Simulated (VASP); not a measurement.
# Al2Pt (Fm-3m) in VASP: settings compared

Al2Pt is run at these levels: PBE+D4, PBE; tasks: single point.

All numbers are computed with VASP 6.6.1; they aren't measurements. Logs are shortened: lines on timing, memory, paths and dates and some standing lists are left out, and cuts for length are marked.

**1. The cell of the first run**

Symmetry: Fm-3m, No. 225, cubic system. The conventional cell has a = 5.889 Å, b = 5.889 Å, c = 5.889 Å, α = 90.00°, β = 90.00°, γ = 90.00°. Pt (site symmetry m-3m) has 8 Al at 2.55 Å within 3.4 Å. Within 3.4 Å of Al (site symmetry -43m) lie 4 Pt at 2.55 Å and 6 Al at 2.94 Å.

**2. Single point, PBE+D4**

INCAR

```
SYSTEM = Al2Pt
PREC = Accurate
ENCUT = 520
EDIFF = 1E-7
ISMEAR = -1
SIGMA = 0.05
LREAL = .FALSE.
LASPH = .TRUE.
NELM = 60
ALGO = Normal
ISIF = 2
LWAVE = .FALSE.
LCHARG = .FALSE.
GGA = PE
IVDW = 13
NBANDS = 15
```

KPOINTS

```
regular mesh
0
G
  8 8 8
  0 0 0
```

POSCAR

```
Al2Pt
1.0
    0.0000000000      2.9445640011      2.9445640011
    2.9445640011      0.0000000000      2.9445640011
    2.9445640011      2.9445640011      0.0000000000
Pt Al
1 2
Direct
    0.0000000000      0.0000000000      0.0000000000
    0.7500000000      0.7500000000      0.7500000000
    0.2500000000      0.2500000000      0.2500000000
```

Potentials or basis: VASP PAW PBE potentials, release 64 (Pt, Al).

Command:

```console
> cat potpaw_PBE.64/Pt/POTCAR potpaw_PBE.64/Al/POTCAR > POTCAR
> mpirun -np 1 vasp_std > vasp.out
```

OUTCAR:

```text
SYSTEM = Al2Pt
   PREC = Accurate
   ENCUT = 520
   EDIFF = 1E-7
   ISMEAR = -1
   LREAL = .FALSE.
   LASPH = .TRUE.
   NELM = 60
   ISIF = 2
   GGA = PE
   IVDW = 13

 ion  position               nearest neighbor table
   1  0.000  0.000  0.000-   2 2.55   2 2.55   2 2.55   2 2.55   3 2.55   3 2.55   3 2.55   3 2.55

   2  0.750  0.750  0.750-   1 2.55   1 2.55   1 2.55   1 2.55   3 2.94   3 2.94   3 2.94   3 2.94
                             3 2.94   3 2.94
   3  0.250  0.250  0.250-   1 2.55   1 2.55   1 2.55   1 2.55   2 2.94   2 2.94   2 2.94   2 2.94
                             2 2.94   2 2.94

  LATTYP: Found a face centered cubic cell.
 ALAT       =     5.8891280022

  Lattice vectors:

 A1 = (   0.0000000000,   2.9445640011,   2.9445640011)
 A2 = (   2.9445640011,   0.0000000000,   2.9445640011)
 A3 = (   2.9445640011,   2.9445640011,   0.0000000000)

Analysis of symmetry for initial positions (statically):
=====================================================================
 Subroutine PRICEL returns:
 Original cell was already a primitive cell.

 Routine SETGRP: Setting up the symmetry group for a
 face centered cubic supercell.

 Subroutine GETGRP returns: Found 48 space group operations
 (whereof 48 operations were pure point group operations)
 out of a pool of 48 trial point group operations.

The static configuration has the point symmetry O_h .

Analysis of symmetry for dynamics (positions and initial velocities):
=====================================================================
 Subroutine PRICEL returns:
 Original cell was already a primitive cell.

 Routine SETGRP: Setting up the symmetry group for a
 face centered cubic supercell.

 Subroutine GETGRP returns: Found 48 space group operations
 (whereof 48 operations were pure point group operations)
 out of a pool of 48 trial point group operations.

The dynamic configuration has the point symmetry O_h .

 Subroutine INISYM returns: Found 48 space group operations
 (whereof 48 operations are pure point group operations),
 and found     1 'primitive' translations

----------------------------------------------------------------------------------------

                                     Primitive cell

  volume of cell :      51.0614

  direct lattice vectors                    reciprocal lattice vectors
     0.000000000  2.944564001  2.944564001    -0.169804426  0.169804426  0.169804426
     2.944564001  0.000000000  2.944564001     0.169804426 -0.169804426  0.169804426
     2.944564001  2.944564001  0.000000000     0.169804426  0.169804426 -0.169804426

  length of vectors
     4.164242346  4.164242346  4.164242346     0.294109893  0.294109893  0.294109893

  position of ions in fractional coordinates (direct lattice)
     0.000000000  0.000000000  0.000000000
     0.750000000  0.750000000  0.750000000
     0.250000000  0.250000000  0.250000000

  ion indices of the primitive-cell ions
   primitive index   ion index
                 1           1
                 2           2
                 3           3

----------------------------------------------------------------------------------------

 KPOINTS: regular mesh

Automatic generation of k-mesh.
 Grid dimensions read from file:
 generate k-points for:    8    8    8

 Generating k-lattice:

  Cartesian coordinates                     Fractional coordinates (reciprocal lattice)
    -0.021225553  0.021225553  0.021225553     0.125000000  0.000000000  0.000000000
     0.021225553 -0.021225553  0.021225553     0.000000000  0.125000000  0.000000000
     0.021225553  0.021225553 -0.021225553     0.000000000  0.000000000  0.125000000

  Length of vectors
     0.036763737  0.036763737  0.036763737

  Shift w.r.t. Gamma in fractional coordinates (k-lattice)
     0.000000000  0.000000000  0.000000000

 Subroutine IBZKPT returns following result:
 ===========================================

 Found     29 irreducible k-points:

 Following reciprocal coordinates:
            Coordinates               Weight
  0.000000  0.000000  0.000000      1.000000
  0.125000  0.000000  0.000000      8.000000
  0.250000  0.000000  0.000000      8.000000
  0.375000  0.000000  0.000000      8.000000
  0.500000  0.000000  0.000000      4.000000
  0.125000  0.125000  0.000000      6.000000
[... 16 lines left out ...]
  0.500000  0.250000  0.125000     48.000000
 -0.375000  0.250000  0.125000     24.000000
 [... further k-points ...]
   k-points           NKPTS =     29   k-points in BZ     NKDIM =     29   number of bands    NBANDS=     15
   number of dos      NEDOS =    301   number of ions     NIONS =      3
   total plane-waves  NPLWV =  32768
   dimension x,y,z NGX =    32 NGY =   32 NGZ =   32
   dimension x,y,z NGXF=    64 NGYF=   64 NGZF=   64
   ions per type =               1   2
   NGX,Y,Z   is equivalent  to a cutoff of  12.78, 12.78, 12.78 a.u.
   NGXF,Y,Z  is equivalent  to a cutoff of  25.55, 25.55, 25.55 a.u.
 SYSTEM =  Al2Pt
   PREC   = accura    normal or accurate (medium, high low for compatibility)
   ISTART =      0    job   : 0-new  1-cont  2-samecut
   ICHARG =      2    charge: 1-file 2-atom 10-const
   ISPIN  =      1    spin polarized calculation?
   LNONCOLLINEAR =      F non collinear calculations
   LSORBIT =      F    spin-orbit coupling
   LASPH  =      T    aspherical Exc in radial PAW
   ENCUT  =  520.0 eV  38.22 Ry    6.18 a.u.   7.74  7.74  7.74*2*pi/ulx,y,z
   NELM   =     60;   NELMIN=  2; NELMDL= -5     # of ELM steps
   EDIFF  = 0.1E-06   stopping-criterion for ELM
   LREAL  =      F    real-space projection
   EDIFFG = 0.1E-05   stopping-criterion for IOM
   NSW    =      0    number of steps for IOM
   IBRION =     -1    ionic relax: 0-MD 1-quasi-New 2-CG
   NFREE  =      0    steps in history (QN), initial steepest desc. (CG)
   ISIF   =      2    stress and relaxation
   ISYM   =      2    0-nonsym 1-usesym 2-fastsym
   POTIM  = 0.5000    time-step for ionic-motion
   TEBEG  =    0.0;   TEEND  =   0.0 temperature during run
   PSTRESS=    0.0 pullay stress
   NELECT =      16.0000    total number of electrons
   NUPDOWN=      -1.0000    fix difference up-down
   EMIN   =  10.00;   EMAX   =-10.00  energy-range for DOS
   EFERMI =   0.00;   METHOD = LEGACY
   ISMEAR =    -1;   SIGMA  =   0.05  broadening in eV -4-tet -1-fermi 0-gaus
   EFERMI_NEDOS =   21; number of points for ismear=-14 and -15
   IALGO  =     38    algorithm
   IMIX   =      4    mixing-type and parameters
     AMIX     =   0.40;   BMIX     =  1.00
     AMIX_MAG =   1.60;   BMIX_MAG =  1.00
  volume/ion in A,a.u.               =      17.02       114.86
  Fermi-wavevector in a.u.,A,eV,Ry     =   1.111946  2.101274 16.822579  1.236425
  Thomas-Fermi vector in A             =   2.248515
   LORBIT       =      0    0 simple, 1 ext, 2 COOP (PROOUT), +10 PAW based schemes
   GGA     = PE    functional components
   LHFCALC =     F    Hartree Fock is set to
   AEXX    =    0.0000 exact exchange contribution
   IVDW    =    13    specifies the selected vdW correction
   LEPSILON=     F    determine dielectric tensor
   LRPA    =     F    only Hartree local field effects (RPA)
 non-spin polarized calculation
  energy-cutoff  :      520.00
  volume of cell :       51.06
 maximum number of plane-waves:      1387
   NGX = 15   NGY = 15   NGZ = 15

 number of electron      16.0000000 magnetization

 Free energy of the ion-electron system (eV)
  ---------------------------------------------------
  ext. energy  EPLUGINS =         0.00000000
  ---------------------------------------------------
  free energy    TOTEN  =       -16.22793240 eV

  energy without entropy =      -16.21551781  energy(sigma->0) =      -16.22172511

 E-fermi :   7.9975     XC(G=0): -10.7483

 val. band max:        7.9288181502   @ k =   0.3750   0.2500   0.0000
 cond. band min:       8.0256985860   @ k =  -0.3750   0.1250   0.0000
 fundamental gap:      0.0968804358
 Fermi energy:         7.9974855747

 k-point     1 :       0.0000    0.0000    0.0000
  band No.  band energies     occupation
      1      -2.2788      2.00000
      2       2.9177      2.00000
      3       2.9177      2.00000
      4       2.9177      2.00000
      5       4.2865      2.00000
      6       4.2865      2.00000
      7      11.0611      0.00000
      8      11.8564      0.00000
      9      11.8564      0.00000
     10      11.8564      0.00000
     11      13.4964      0.00000
     12      13.4964      0.00000
     13      13.4964      0.00000
     14      14.4004      0.00000
     15      14.4004      0.00000

 k-point     2 :       0.1250    0.0000    0.0000
  band No.  band energies     occupation
      1      -2.0625      2.00000
      2       2.7930      2.00000
      3       2.9887      2.00000
      4       2.9887      2.00000
      5       4.2637      2.00000
      6       4.2637      2.00000
      7       9.6873      0.00000
      8      11.3089      0.00000
      9      11.3089      0.00000
     10      11.3898      0.00000
     11      13.9822      0.00000
     12      14.0236      0.00000
     13      14.0236      0.00000
     14      14.1299      0.00000
     15      14.1299      0.00000

 k-point     3 :       0.2500    0.0000    0.0000
  band No.  band energies     occupation
      1      -1.4397      2.00000
      2       2.4980      2.00000
      3       3.1375      2.00000
      4       3.1375      2.00000
      5       4.2692      2.00000
      6       4.2692      2.00000
      7       7.1392      2.00000
      8      10.3153      0.00000
      9      10.3153      0.00000
     10      11.8308      0.00000
     11      13.5045      0.00000
     12      13.5475      0.00000
     13      13.5475      0.00000
     14      15.3964      0.00000
     15      15.3964      0.00000

 k-point     4 :       0.3750    0.0000    0.0000
  band No.  band energies     occupation
      1      -0.5376      2.00000
      2       2.1446      2.00000
      3       3.2265      2.00000
      4       3.2265      2.00000
      5       4.4058      2.00000
      6       4.4058      2.00000
      7       5.1259      2.00000
      8       9.4175      0.00000
      9       9.4175      0.00000
     10      11.8933      0.00000
     11      13.2976      0.00000
     12      13.2976      0.00000
     13      13.4422      0.00000
     14      16.8610      0.00000
     15      16.8610      0.00000
[... 307 lines left out ...]
 k-point    22 :       0.3750    0.2500    0.1250
  band No.  band energies     occupation
      1      -0.8810      2.00000
      2       2.3064      2.00000
      3       3.2159      2.00000
      4       3.3962      2.00000
      5       3.9442      2.00000
      6       4.5220      2.00000
      7       6.7098      2.00000
      8       7.8506      1.89941
      9       9.4631      0.00000
     10      12.1144      0.00000
     11      12.5445      0.00000
     12      14.0211      0.00000
     13      14.8093      0.00000
     14      16.1516      0.00000
     15      16.5926      0.00000

 k-point    23 :       0.5000    0.2500    0.1250
  band No.  band energies     occupation
      1       0.0267      2.00000
      2       2.0897      2.00000
      3       3.1341      2.00000
      4       3.5622      2.00000
      5       4.1449      2.00000
      6       4.3989      2.00000
      7       5.2094      2.00000
      8       7.1458      2.00000
      9       8.6102      0.00001
     10      12.0423      0.00000
     11      13.1993      0.00000
     12      14.2252      0.00000
     13      15.2571      0.00000
     14      16.0759      0.00000
     15      17.6049      0.00000

 k-point    24 :      -0.3750    0.2500    0.1250
  band No.  band energies     occupation
      1       0.6694      2.00000
      2       1.9086      2.00000
      3       3.0770      2.00000
      4       3.5763      2.00000
      5       3.8408      2.00000
      6       4.4941      2.00000
      7       4.7608      2.00000
      8       7.0481      2.00000
      9       8.1485      0.09305
     10      11.9161      0.00000
     11      13.2802      0.00000
     12      14.9211      0.00000
     13      15.3311      0.00000
     14      16.4705      0.00000
     15      17.0463      0.00000

 [... further k-points ...]

------------------------ aborting loop because EDIFF is reached ----------------------------------------

  DFT-D4 for vdW energy calculation

  Edisp (eV):   -1.31564

  FORCE on cell =-STRESS in cart. coord.  units (eV):
  Direction    XX          YY          ZZ          XY          YZ          ZX
  --------------------------------------------------------------------------------------
  -------------------------------------------------------------------------------------
  Total      -0.05516    -0.05516    -0.05516    -0.00000     0.00000    -0.00000
  in kB      -1.73089    -1.73089    -1.73089    -0.00000     0.00000    -0.00000
  external pressure =       -1.73 kB  Pullay stress =        0.00 kB

 VOLUME and BASIS-vectors are now :
 -----------------------------------------------------------------------------
  energy-cutoff  :      520.00
  volume of cell :       51.06
      direct lattice vectors                 reciprocal lattice vectors
     0.000000000  2.944564001  2.944564001    -0.169804426  0.169804426  0.169804426
     2.944564001  0.000000000  2.944564001     0.169804426 -0.169804426  0.169804426
     2.944564001  2.944564001  0.000000000     0.169804426  0.169804426 -0.169804426

 POSITION                                       TOTAL-FORCE (eV/Angst)
 -----------------------------------------------------------------------------------
      0.00000      0.00000      0.00000         0.000000      0.000000     -0.000000
      4.41685      4.41685      4.41685        -0.000000     -0.000000     -0.000000
      1.47228      1.47228      1.47228         0.000000      0.000000      0.000000
 -----------------------------------------------------------------------------------
    total drift:                                0.000000     -0.000000      0.000000

  FREE ENERGIE OF THE ION-ELECTRON SYSTEM (eV)
  ---------------------------------------------------
  free  energy   TOTEN  =       -17.5435746604 eV

  energy  without entropy=      -17.5311600628  energy(sigma->0) =      -17.53736736
```

Wall time 8.5 s (1 thread of Intel Xeon 6975P-C (Granite Rapids), shared host); peak memory 0.18 GiB.

Results:

```
Free energy                : -17.5436 eV
Pressure                   : -0.2 GPa
Band gap on the k mesh     : zero (band 8 reaches 11.86 eV, above the bottom of band 9 at 6.40 eV)
Dispersion energy per atom : -0.439 eV
```

Caveat: spin-orbit coupling is left out, which moves the levels of the heavy elements; pairwise dispersion overbinds metals, which lowers pressure and volume.

**3. Single point, PBE**

This run uses another cell than the first one, of 17.53 Å³/atom, 1.030 times its volume.

INCAR

```
SYSTEM = Al2Pt
  PREC = Accurate
  ENCUT = 520
  EDIFF = 1E-6
  ISMEAR = -1
  SIGMA = 0.05
  LREAL = .False.
  LASPH = .True.
  NELM = 60
  ALGO = Fast
  ISIF = 2
  LWAVE = .False.
  LCHARG = .True.
  GGA = PE
  LELF = .True.
  LVHAR = .True.
  NBANDS = 15
```

KPOINTS

```
regular mesh
0
Gamma
  8 8 8
  0 0 0
```

POSCAR

```
Al2Pt
1.0
    0.0000000000      2.9733860994      2.9733860994
    2.9733860994      0.0000000000      2.9733860994
    2.9733860994      2.9733860994      0.0000000000
Pt Al
1 2
Direct
    0.0000000000      0.0000000000      0.0000000000
    0.7500000000      0.7500000000      0.7500000000
    0.2500000000      0.2500000000      0.2500000000
```

Potentials or basis: VASP PAW PBE potentials, release 64 (Pt, Al).

Command:

```console
> cat potpaw_PBE.64/Pt/POTCAR potpaw_PBE.64/Al/POTCAR > POTCAR
> mpirun -np 1 vasp_std > vasp.out
```

Run time: 10 s. Hardware: 1 thread of Intel Xeon 6975P-C (Granite Rapids), shared host; peak memory 0.18 GiB.

Results (log left out):

```yaml
Free_energy: -16.2451 eV
Pressure: -0.2 GPa
Band_gap_on_the_k_mesh: zero (band 8 reaches 11.49 eV, above the bottom of band 9 at 6.11 eV)
```

Levels at points of the mesh, in eV from the Fermi level:
| k point | band 4 | band 5 | band 6 | band 7 | band 8 | band 9 | band 10 | band 11 | band 12 | band 13 |
| --- | --- | --- | --- | --- | --- | --- | --- | --- | --- | --- |
| (0.00, 0.00, 0.00) | -4.92 | -3.59 | -3.59 | 2.84 | 3.84 | 3.84 | 3.84 | 5.34 | 5.34 | 5.34 |
| (0.50, 0.00, 0.00) | -4.60 | -3.61 | -3.37 | -3.37 | 1.05 | 1.05 | 3.76 | 5.11 | 5.11 | 5.24 |
| (0.50, 0.50, 0.00) | -3.68 | -3.68 | -3.32 | -3.10 | -1.54 | -1.54 | 3.05 | 3.39 | 8.09 | 10.64 |

Caveat: spin-orbit coupling is left out, which moves the levels of the heavy elements.
